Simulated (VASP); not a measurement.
Crystal: KCl.

```
K Cl
1.0
     0.00000    3.50728    3.50728
     3.50728    0.00000    3.50728
     3.50728    3.50728    0.00000
K Cl
1 1
Direct
  0.00000 0.00000 0.00000
  0.25000 0.25000 0.25000
```

Base run:

| Quantity | Value |
| --- | --- |
| Program | VASP 6.6.1 |
| Functional | PBE |
| Potentials or basis | VASP PAW PBE potentials, release 64 (K_sv, Cl) |
| Cutoff | 520 eV |
| k mesh | 4 × 4 × 4 |
| Occupations | gaussian, width 0.01 eV |
| Spin | no spin polarisation |

Its results: band gap on the k mesh 4.77 eV (least direct gap 4.81 eV); pressure 0.3 GPa.

**Question.** The run is repeated on the same cell with these changes: functional from PBE to r2SCAN. What comes out?

**Answer.** Band gap on the k mesh 5.35 eV (least direct gap 5.39 eV); pressure 0.0 GPa.

Caveats: the PAW data sets were made with another functional, which shifts forces and pressure a little (at least some runs).

A k mesh can miss the band edges.
